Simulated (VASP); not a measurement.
# SiC (P6_3mc) in VASP: further runs, part 2 of 2

VASP 6.6.1. The steps go on from the part before.

## 3. Relaxation of cell and atoms, PBEsol

This run uses another cell than the first one, of 10.50 Å³/atom, 1.016 times its volume.

Input file INCAR:

```
ALGO     = Normal         # electronic algorithm
EDIFF    = 1E-6           # SCF threshold, eV
EDIFFG   = -0.005         # ionic threshold
ENCUT    = 600            # plane-wave cutoff, eV
GGA      = PS             # functional
IBRION   = 2              # ionic algorithm
ISIF     = 3              # what is computed and relaxed
ISMEAR   = 0              # smearing method
LASPH    = True           # aspherical terms in the spheres
LCHARG   = False          # write CHGCAR
LREAL    = False          # projectors in reciprocal space
LWAVE    = False          # write WAVECAR
NELM     = 100            # most SCF steps
NSW      = 70             # ionic steps
PREC     = Accurate       # precision mode
SIGMA    = 0.02           # smearing width, eV
```

Input file KPOINTS:

```
k-points
0
Gamma
  12 12 2
```

Input file POSCAR:

```
SiC
1.0
    3.0949980732      0.0000000000      0.0000000000
   -1.5474990366      2.6803469561      0.0000000000
    0.0000000000      0.0000000000     15.1864399598
Si C
6 6
Direct
    0.0000000000      0.0000000000      0.1250399221
    0.0000000000      0.0000000000      0.6250399221
    0.3333333333      0.6666666667      0.2918177992
    0.6666666667      0.3333333333      0.7918177992
    0.3333333333      0.6666666667      0.9583095063
    0.6666666667      0.3333333333      0.4583095063
    0.0000000000      0.0000000000     -0.0003123164
    0.0000000000      0.0000000000      0.4996876836
    0.3333333333      0.6666666667      0.1668296831
    0.6666666667      0.3333333333      0.6668296831
    0.3333333333      0.6666666667      0.8333154056
    0.6666666667      0.3333333333      0.3333154056
```

Potentials or basis: VASP PAW PBE potentials, release 64 (Si, C).

Launch:

```sh
> cat potpaw_PBE.64/Si/POTCAR potpaw_PBE.64/C/POTCAR > POTCAR
> mpirun -np 1 vasp_std > vasp.out
```

OUTCAR:

```text
EDIFF = 1E-6
   EDIFFG = -0.005
   ENCUT = 600
   GGA = PS
   IBRION = 2
   ISIF = 3
   ISMEAR = 0
   LASPH = True
   LREAL = False
   NELM = 100
   NSW = 70
   PREC = Accurate

 ion  position               nearest neighbor table
   1  0.000  0.000  0.125-   9 1.90   9 1.90   9 1.90   7 1.90   5 3.10   5 3.10   5 3.10   3 3.10
                             3 3.10   3 3.10
   2  0.000  0.000  0.625-  10 1.90  10 1.90  10 1.90   8 1.90   6 3.10   6 3.10   6 3.10   4 3.10
                             4 3.10   4 3.10
   3  0.333  0.667  0.292-  12 1.89  12 1.89  12 1.89   9 1.90   6 3.10   6 3.10   6 3.10   1 3.10
                             1 3.10   1 3.10
   4  0.667  0.333  0.792-  11 1.89  11 1.89  11 1.89  10 1.90   5 3.10   5 3.10   5 3.10   2 3.10
                             2 3.10   2 3.10
   5  0.333  0.667  0.958-   7 1.89   7 1.89   7 1.89  11 1.90   4 3.10   4 3.10   4 3.10   1 3.10
                             1 3.10   1 3.10
   6  0.667  0.333  0.458-   8 1.89   8 1.89   8 1.89  12 1.90   3 3.10   3 3.10   3 3.10   2 3.10
                             2 3.10   2 3.10
[... 313 lines left out ...]
  free energy    TOTEN  =       -95.51389938 eV

  energy without entropy =      -95.51389938  energy(sigma->0) =      -95.51389938

 E-fermi :   8.1887     XC(G=0): -11.5035

 val. band max:        8.1023580033   @ k =   0.0000   0.0000   0.0000
 cond. band min:      10.0146796658   @ k =   0.5000  -0.0000   0.0000
 fundamental gap:      1.9123216625
 Fermi energy:         8.1887264094

 k-point     1 :       0.0000    0.0000    0.0000
  band No.  band energies     occupation
      1      -7.3751      2.00000
      2      -6.8513      2.00000
      3      -6.8155      2.00000
      4      -5.3114      2.00000
      5      -5.2828      2.00000
      6      -3.7710      2.00000
[... 805 lines left out ...]
     30      13.3179      0.00000
     31      14.1109      0.00000

 [... further k-points ...]
[... 5 lines left out ...]
  --------------------------------------------------------------------------------------
  -------------------------------------------------------------------------------------
  Total        0.0066788      0.0066788     -0.0169499      0.0000000     -0.0000000      0.0000000
  in kB        0.0861996      0.0861996     -0.2187625      0.0000000     -0.0000000      0.0000000
  external PRESSURE =      -0.0154544 kB  Pullay stress =       0.0000000 kB
[... 27 lines left out ...]
  FREE ENERGIE OF THE ION-ELECTRON SYSTEM (eV)
  ---------------------------------------------------
  free  energy   TOTEN  =       -95.5138993763 eV

  energy  without entropy=      -95.5138993763  energy(sigma->0) =      -95.51389938

 reached required accuracy - stopping structural energy minimisation
```

Run time: 6.4 min. Hardware: 1 thread of Intel Xeon 6975P-C (Granite Rapids), shared host; peak memory 0.37 GiB.

Results:

* Free energy: -95.5139 eV
* Relaxed volume: 10.34 Å³/atom
* Relaxed cell: a = 3.080 Å, b = 3.080 Å, c = 15.112 Å, α = 90.00°, β = 90.00°, γ = 120.00°
* Space group after relaxing (to 0.05 Å): P6_3mc (No. 186)
* Energy gained by relaxing: 1.5 meV/atom
* Ionic steps: 3
* Pressure after relaxing: 0.0 GPa
* Largest force after relaxing: 0.004 eV/Å
* Band gap on the k mesh: 1.91 eV, indirect (least direct gap 3.02 eV)

Forces on the atoms (eV/Å):
```
Si   0.000  0.000 -0.004
Si   0.000  0.000 -0.004
Si   0.000  0.000  0.001
Si   0.000  0.000  0.001
Si   0.000  0.000  0.001
Si   0.000  0.000  0.001
C    0.000  0.000  0.002
C    0.000  0.000  0.002
C    0.000  0.000  0.001
C    0.000  0.000  0.001
C    0.000  0.000  0.000
C    0.000  0.000  0.000
```

The path:
| step | energy change (eV) | largest force (eV/Å) | pressure (GPa) | volume (Å³) |
| --- | --- | --- | --- | --- |
| 1 | 0.0000 | 0.0028 | -3.17 | 125.98 |
| 2 | 0.0020 | 0.0120 | 3.52 | 122.24 |
| 3 | -0.0185 | 0.0042 | 0.00 | 124.14 |

Final structure:
```cif
data_structure
_symmetry_space_group_name_H-M 'P 1'
_symmetry_Int_Tables_number 1
_cell_length_a 3.0798
_cell_length_b 3.0798
_cell_length_c 15.1122
_cell_angle_alpha 90.000
_cell_angle_beta 90.000
_cell_angle_gamma 120.000
_cell_volume 124.14
loop_
_atom_site_label
_atom_site_type_symbol
_atom_site_fract_x
_atom_site_fract_y
_atom_site_fract_z
_atom_site_occupancy
Si1 Si 0.00000 0.00000 0.12504 1
Si2 Si 0.00000 0.00000 0.62504 1
Si3 Si 0.33333 0.66667 0.29182 1
Si4 Si 0.66667 0.33333 0.79182 1
Si5 Si 0.33333 0.66667 0.95831 1
Si6 Si 0.66667 0.33333 0.45831 1
C1 C 0.00000 0.00000 0.99968 1
C2 C 0.00000 0.00000 0.49968 1
C3 C 0.33333 0.66667 0.16683 1
C4 C 0.66667 0.33333 0.66683 1
C5 C 0.33333 0.66667 0.83332 1
C6 C 0.66667 0.33333 0.33332 1
```

Caveat: the PAW data sets were made with another functional, which shifts forces and pressure a little. As with any semilocal functional, this PBEsol gap is likely too small.
